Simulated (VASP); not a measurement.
# Mg2Si3N3 (Cmm2) in VASP: notebook

The runs below take Mg2Si3N3 through relaxation of cell and atoms, single point, with PBE.

Everything below comes from runs of VASP 6.6.1. Logs are shortened: lines on timing, memory, paths and dates and some standing lists are left out, and cuts for length are marked.

**1. The cell of the first run**

The structure is orthorhombic, space group Cmm2 (No. 35). Conventional cell: a = 6.670 Å, b = 6.670 Å, c = 4.720 Å, α = 90.00°, β = 90.00°, γ = 90.00°. Within 2.7 Å of Mg (site symmetry m) lie 3 N at 2.04 Å and 1 Si at 2.04 Å. Si (site symmetry m) has 1 Si at 2.04 Å and 3 N at 2.04 Å within 2.7 Å. Si (site symmetry mm2) has 2 Mg at 2.04 Å and 2 Si at 2.04 Å within 2.7 Å. N (site symmetry mm2) has 2 Mg at 2.04 Å and 2 Si at 2.04 Å within 2.7 Å. N (site symmetry 2) has 2 Mg at 2.04 Å and 2 Si at 2.04 Å within 2.7 Å.

**2. Relaxation of cell and atoms, PBE**

Contents of INCAR:

```
PREC = Accurate
ENCUT = 600
EDIFF = 1E-7
ISMEAR = 0
SIGMA = 0.2
LREAL = False
LASPH = True
NELM = 120
ALGO = Normal
ISIF = 3
LWAVE = False
LCHARG = False
GGA = PE
IBRION = 2
NSW = 36
EDIFFG = -0.08
GGA_COMPAT = False
NELMIN = 4
```

Contents of KPOINTS:

```
regular mesh
0
Gamma
  4 4 4
```

Contents of POSCAR:

```
Mg2Si3N3
1.0
    3.3350000000     -3.3350000000      0.0000000000
    3.3350000000      3.3350000000      0.0000000000
    0.0000000000      0.0000000000      4.7200000000
Mg Si N
2 3 3
Direct
    0.7500000000      0.2500000000      0.7500000000
    0.2500000000      0.7500000000      0.7500000000
    0.2500000000      0.2500000000      0.2500000000
    0.0000000000      0.0000000000      0.0000000000
    0.7500000000      0.7500000000      0.2500000000
    0.5000000000      0.5000000000      0.0000000000
    0.5000000000      0.0000000000      0.5000000000
    0.0000000000      0.5000000000      0.5000000000
```

Potentials or basis: VASP PAW PBE potentials, release 64 (Mg, Si, N).

Run with:

```sh
$ cat potpaw_PBE.64/Mg/POTCAR potpaw_PBE.64/Si/POTCAR potpaw_PBE.64/N/POTCAR > POTCAR
$ mpirun -np 1 vasp_std > vasp.out
```

OUTCAR:

```text
PREC = Accurate
   ENCUT = 600
   EDIFF = 1E-7
   ISMEAR = 0
   LREAL = False
   LASPH = True
   NELM = 120
   ISIF = 3
   GGA = PE
   IBRION = 2
   NSW = 36
   EDIFFG = -0.08
   NELMIN = 4

 ion  position               nearest neighbor table
   1  0.750  0.250  0.750-   4 2.04   6 2.04   7 2.04   8 2.04   2 3.33   2 3.33   2 3.33   2 3.33
                             5 3.34   5 3.34   5 3.34   5 3.34   3 3.34   3 3.34   3 3.34   3 3.34
   2  0.250  0.750  0.750-   4 2.04   6 2.04   7 2.04   8 2.04   1 3.33   1 3.33   1 3.33   1 3.33
                             5 3.34   5 3.34   3 3.34   3 3.34   3 3.34   5 3.34   5 3.34   3 3.34
   3  0.250  0.250  0.250-   4 2.04   6 2.04   7 2.04   8 2.04   1 3.34   2 3.34   1 3.34   2 3.34
                             2 3.34   2 3.34   1 3.34   1 3.34
   4  0.000  0.000  0.000-   1 2.04   2 2.04   3 2.04   5 2.04
   5  0.750  0.750  0.250-   4 2.04   6 2.04   7 2.04   8 2.04   1 3.34   2 3.34   1 3.34   2 3.34
                             1 3.34   1 3.34   2 3.34   2 3.34
   6  0.500  0.500  0.000-   1 2.04   2 2.04   3 2.04   5 2.04
   7  0.500  0.000  0.500-   1 2.04   2 2.04   3 2.04   5 2.04
   8  0.000  0.500  0.500-   1 2.04   2 2.04   3 2.04   5 2.04

  LATTYP: Found a simple tetragonal cell.
 ALAT       =     4.7164022305
 C/A-ratio  =     1.0007628207

  Lattice vectors:

 A1 = (   3.3350000000,  -3.3350000000,   0.0000000000)
 A2 = (   3.3350000000,   3.3350000000,   0.0000000000)
 A3 = (   0.0000000000,   0.0000000000,   4.7200000000)

Analysis of symmetry for initial positions (statically):
=====================================================================
 Subroutine PRICEL returns:
 Original cell was already a primitive cell.

 Routine SETGRP: Setting up the symmetry group for a
 simple tetragonal supercell.

 Subroutine GETGRP returns: Found  4 space group operations
 (whereof  4 operations were pure point group operations)
 out of a pool of 16 trial point group operations.

The static configuration has the point symmetry C_2v.

Analysis of symmetry for dynamics (positions and initial velocities):
=====================================================================
 Subroutine PRICEL returns:
 Original cell was already a primitive cell.

 Routine SETGRP: Setting up the symmetry group for a
 simple tetragonal supercell.

 Subroutine GETGRP returns: Found  4 space group operations
 (whereof  4 operations were pure point group operations)
 out of a pool of 16 trial point group operations.

The dynamic configuration has the point symmetry C_2v.

 Subroutine INISYM returns: Found  4 space group operations
 (whereof  4 operations are pure point group operations),
 and found     1 'primitive' translations

----------------------------------------------------------------------------------------

[... 122 lines left out ...]
  Fermi-wavevector in a.u.,A,eV,Ry     =   1.090120  2.060027 16.168631  1.188361
  Thomas-Fermi vector in A             =   2.226337
   LORBIT       =      0    0 simple, 1 ext, 2 COOP (PROOUT), +10 PAW based schemes
   GGA     = PE    functional components
   LHFCALC =     F    Hartree Fock is set to
   AEXX    =    0.0000 exact exchange contribution
   IVDW    =     0    specifies the selected vdW correction
   LEPSILON=     F    determine dielectric tensor
   LRPA    =     F    only Hartree local field effects (RPA)
 conjugate gradient relaxation of ions
 non-spin polarized calculation
 Gauss-broadening in eV      SIGMA  =   0.20
  energy-cutoff  :      600.00
  volume of cell :      104.99
 maximum number of plane-waves:      3532
 NGX is ok and might be reduce to    40
   NGX = 19   NGY = 19   NGZ = 19

--------------------------------------- Ionic step        1  -------------------------------------------

 number of electron      31.0000002 magnetization

 Free energy of the ion-electron system (eV)
  ---------------------------------------------------
  ext. energy  EPLUGINS =         0.00000000
  ---------------------------------------------------
  free energy    TOTEN  =       -41.65152318 eV

  energy without entropy =      -41.59011180  energy(sigma->0) =      -41.62081749

------------------------ aborting loop because EDIFF is reached ----------------------------------------

  FORCE on cell =-STRESS in cart. coord.  units (eV):
  Direction    XX          YY          ZZ          XY          YZ          ZX
  --------------------------------------------------------------------------------------
  -------------------------------------------------------------------------------------
  Total        8.9658756      3.5925777      9.9335398      0.0000000      0.0000000      0.0000000
  in kB      136.8168601     54.8217742    151.5831572      0.0000000      0.0000000      0.0000000
  external PRESSURE =     114.4072638 kB  Pullay stress =       0.0000000 kB
[... 107 lines left out ...]
  FREE ENERGIE OF THE ION-ELECTRON SYSTEM (eV)
  ---------------------------------------------------
  free  energy   TOTEN  =       -45.5953865628 eV

  energy  without entropy=      -45.5292615427  energy(sigma->0) =      -45.56232405

 E-fermi :   6.4473     XC(G=0): -10.0796

 val. band max:        6.4249429094   @ k =   0.2500   0.0000   0.2500
 cond. band min:       6.5547495516   @ k =   0.5000   0.2500   0.2500
 fundamental gap:      0.1298066422
 Fermi energy:         6.4473492895

 k-point     1 :       0.0000    0.0000    0.0000
  band No.  band energies     occupation
      1     -11.1074      2.00000
      2      -8.9783      2.00000
      3      -8.6542      2.00000
      4      -3.3062      2.00000
      5      -2.3631      2.00000
      6      -0.5741      2.00000
[... 472 lines left out ...]
     19       9.9008      0.00000
     20       9.9702      0.00000

[... ionic steps 4 to 15 ...]

--------------------------------------- Ionic step       16  -------------------------------------------

 number of electron      30.9999999 magnetization

------------------------ aborting loop because EDIFF is reached ----------------------------------------
[... 79 lines left out ...]
--------------------------------------- Ionic step       18  -------------------------------------------

 number of electron      31.0000000 magnetization

 Free energy of the ion-electron system (eV)
  ---------------------------------------------------
  ext. energy  EPLUGINS =         0.00000000
  ---------------------------------------------------
  free energy    TOTEN  =       -47.34618531 eV

  energy without entropy =      -47.30222696  energy(sigma->0) =      -47.32420614

 E-fermi :   6.1078     XC(G=0):  -9.8907

 val. band max:        6.0441169737   @ k =   0.2500   0.0000   0.2500
 cond. band min:       6.1204004746   @ k =   0.5000   0.2500   0.0000
 fundamental gap:      0.0762835009
 Fermi energy:         6.1077788406

 k-point     1 :       0.0000    0.0000    0.0000
  band No.  band energies     occupation
      1     -11.3657      2.00000
      2      -9.1751      2.00000
      3      -9.0091      2.00000
      4      -3.4219      2.00000
      5      -2.6299      2.00000
      6      -0.8806      2.00000
[... 507 lines left out ...]
  FREE ENERGIE OF THE ION-ELECTRON SYSTEM (eV)
  ---------------------------------------------------
  free  energy   TOTEN  =       -47.3461853138 eV

  energy  without entropy=      -47.3022269639  energy(sigma->0) =      -47.32420614

 reached required accuracy - stopping structural energy minimisation
```

OSZICAR:

```text
N       E                     dE             d eps       ncg     rms          rms(c)
DAV:   1     0.138507467053E+03    0.13851E+03   -0.14525E+04   840   0.147E+03
DAV:   2    -0.334578394875E+02   -0.17197E+03   -0.16286E+03  1160   0.252E+02
DAV:   3    -0.471303977569E+02   -0.13673E+02   -0.13428E+02  1024   0.777E+01
[... 205 lines left out ...]
DAV:   5    -0.473461848738E+02    0.73719E-05   -0.51367E-05  1236   0.582E-02    0.107E-02
DAV:   6    -0.473461854592E+02   -0.58538E-06   -0.13627E-05   936   0.269E-02    0.512E-03
DAV:   7    -0.473461854300E+02    0.29195E-07   -0.23427E-06  1028   0.105E-02    0.345E-03
DAV:   8    -0.473461853083E+02    0.12167E-06   -0.43176E-07   840   0.522E-03    0.100E-03
DAV:   9    -0.473461853138E+02   -0.54936E-08   -0.12700E-07   472   0.261E-03
  18 F= -.47346185E+02 E0= -.47324206E+02  d E =-.205929E-02
```

It took 7 min on 1 thread of Intel Xeon 6975P-C (Granite Rapids), shared host; peak memory 0.28 GiB.

Results:

```
Free energy                           : -47.3462 eV
Relaxed volume                        : 13.98 Å³/atom
Relaxed cell                          : a = 4.511 Å, b = 4.511 Å, c = 5.549 Å, α = 90.00°, β = 90.00°, γ = 82.08°
Space group after relaxing (to 0.1 Å) : Cmm2 (No. 35)
Energy gained by relaxing             : 711.8 meV/atom
Ionic steps                           : 18
Pressure after relaxing               : 0.1 GPa
Largest force after relaxing          : 0.061 eV/Å
Band gap on the k mesh                : zero (an odd number of electrons rules out a gap without spin polarisation)
```

Forces in eV/Å, atoms in the order of the input:
```
Mg   0.000  0.035 -0.022
Mg   0.000 -0.035 -0.022
Si  -0.009  0.000 -0.028
Si   0.000  0.000  0.020
Si   0.009  0.000 -0.028
N    0.000  0.000  0.061
N    0.000  0.000  0.009
N    0.000  0.000  0.009
```

Stress tensor (GPa, compression positive):
```
-0.23  0.00  0.00
 0.00  0.24  0.00
 0.00  0.00  0.29
```

Step by step:
| step | energy change (eV) | largest force (eV/Å) | pressure (GPa) | volume (Å³) |
| --- | --- | --- | --- | --- |
| 1 | 0.0000 | 6.9292 | 11.44 | 104.99 |
| 2 | -3.7552 | 2.0223 | -10.68 | 119.84 |
| 3 | -3.9439 | 2.6855 | -8.42 | 116.34 |
| 4 | -4.8723 | 0.9895 | 1.76 | 106.38 |
| 5 | -4.8857 | 1.1174 | 3.41 | 105.30 |
| 6 | -5.3058 | 0.9880 | 2.39 | 106.63 |
| 7 | -5.4028 | 0.8793 | 2.33 | 107.48 |
| 8 | -5.5737 | 0.8460 | -2.63 | 111.75 |
| 9 | -5.5755 | 0.7754 | -2.21 | 111.33 |
| 10 | -5.6607 | 0.3303 | 0.99 | 109.56 |
| 11 | -5.6615 | 0.3066 | 0.69 | 109.71 |
| 12 | -5.6768 | 0.2926 | 0.34 | 110.47 |
| 13 | -5.6771 | 0.3198 | 0.28 | 110.61 |
| 14 | -5.6880 | 0.1856 | -0.29 | 111.55 |
| 15 | -5.6887 | 0.2365 | -0.47 | 111.86 |
| 16 | -5.6926 | 0.1404 | 0.29 | 111.55 |
| 17 | -5.6926 | 0.1276 | 0.22 | 111.57 |
| 18 | -5.6947 | 0.0608 | 0.10 | 111.82 |

Final structure:
```
Mg Si N
1.0
     3.40240   -2.96159    0.00000
     3.40240    2.96159    0.00000
     0.00000    0.00000    5.54854
Mg Si N
2 3 3
Direct
  0.75151 0.24849 0.68168
  0.24849 0.75151 0.68168
  0.27729 0.27729 0.27827
  0.00000 0.00000 0.04394
  0.72271 0.72271 0.27827
  0.50000 0.50000 0.10822
  0.50000 0.00000 0.46398
  0.00000 0.50000 0.46398
```

Levels at points of the mesh, in eV from the Fermi level:
```csv
k point,band 13,band 14,band 15,band 16,band 17,band 18
"(0.00, 0.00, 0.00)",-2.88,-1.70,-1.68,-0.41,0.80,1.03
"(0.50, 0.00, 0.00)",-2.76,-2.63,-1.79,-0.52,1.03,2.83
"(0.50, 0.50, 0.00)",-2.95,-2.82,-2.64,0.56,1.49,2.83
"(0.00, 0.00, 0.50)",-3.47,-3.27,-1.95,0.96,1.05,1.61
"(0.50, 0.00, 0.50)",-2.68,-2.58,-1.76,-0.33,1.21,2.65
"(0.50, 0.50, 0.50)",-2.81,-2.02,-1.45,0.58,0.95,1.03
```

Caveat: a cell axis changed by over 15 % at a fixed basis, so the end point is rough; the relaxation stopped at a loose force limit of 0.08 eV/Å, so its end isn't a converged minimum.

**3. Single point, PBE**

This run uses another cell than the first one, of 14.04 Å³/atom.

Contents of INCAR:

```
SYSTEM = Mg2Si3N3
ALGO = Normal
EDIFF = 1E-6
ENCUT = 600
GGA = PE
GGA_COMPAT = .False.
ISIF = 2
ISMEAR = 0
LASPH = .True.
LCHARG = .True.
LELF = .True.
LREAL = .False.
LVHAR = .True.
LWAVE = .False.
NBANDS = 26
NELM = 120
PREC = Accurate
SIGMA = 0.1
```

Contents of KPOINTS:

```
k-points
0
Gamma
  8 8 6
  0 0 0
```

Contents of POSCAR:

```
Mg2Si3N3
1.0
    2.9608969692     -3.4004946253      0.0000000000
    2.9608969692      3.4004946253      0.0000000000
    0.0000000000      0.0000000000      5.5767168055
Mg Si N
2 3 3
Direct
    0.7513591810      0.7513591810      0.6808484027
    0.2486408190      0.2486408190      0.6808484027
    0.7229058962      0.2770941038      0.2784309498
    0.0000000000      0.0000000000      0.0438079411
    0.2770941038      0.7229058962      0.2784309498
    0.5000000000      0.5000000000      0.1099558646
    0.0000000000      0.5000000000      0.4638387447
    0.5000000000      0.0000000000      0.4638387447
```

Potentials or basis: VASP PAW PBE potentials, release 64 (Mg, Si, N).

Run with:

```sh
$ cat potpaw_PBE.64/Mg/POTCAR potpaw_PBE.64/Si/POTCAR potpaw_PBE.64/N/POTCAR > POTCAR
$ mpirun -np 1 vasp_std > vasp.out
```

Wall time 2.4 min (1 thread of Intel Xeon 6975P-C (Granite Rapids), shared host); peak memory 0.42 GiB.

Results (log left out):

```yaml
Free_energy: -47.3514 eV
Pressure: -0.2 GPa
Largest_force: 0.024 eV/Å
Band_gap_on_the_k_mesh: zero (an odd number of electrons rules out a gap without spin polarisation)
```

Forces in eV/Å, atoms in the order of the input:
```
Mg   0.008  0.000 -0.008
Mg  -0.008  0.000 -0.008
Si   0.000 -0.018  0.016
Si   0.000  0.000  0.011
Si   0.000  0.018  0.016
N    0.000  0.000 -0.015
N    0.000  0.000 -0.006
N    0.000  0.000 -0.006
```

Levels at points of the mesh, in eV from the Fermi level:
| k point | band 11 | band 12 | band 13 | band 14 | band 15 | band 16 | band 17 | band 18 | band 19 | band 20 |
| --- | --- | --- | --- | --- | --- | --- | --- | --- | --- | --- |
| (0.00, 0.00, 0.00) | -4.09 | -3.88 | -2.82 | -1.67 | -1.62 | -0.34 | 0.85 | 1.08 | 1.42 | 2.42 |
| (0.50, 0.00, 0.00) | -4.01 | -3.97 | -2.70 | -2.56 | -1.76 | -0.46 | 1.08 | 2.89 | 2.97 | 3.61 |
| (0.50, 0.50, 0.00) | -3.93 | -3.77 | -2.91 | -2.75 | -2.58 | 0.60 | 1.51 | 2.86 | 3.18 | 3.83 |
| (0.00, 0.00, 0.50) | -4.31 | -4.03 | -3.42 | -3.20 | -1.89 | 1.01 | 1.10 | 1.67 | 2.55 | 2.90 |
| (0.50, 0.00, 0.50) | -4.35 | -3.39 | -2.61 | -2.52 | -1.72 | -0.26 | 1.20 | 2.71 | 3.48 | 4.18 |
| (0.50, 0.50, 0.50) | -3.23 | -2.87 | -2.74 | -1.97 | -1.43 | 0.61 | 0.97 | 1.07 | 3.34 | 3.54 |
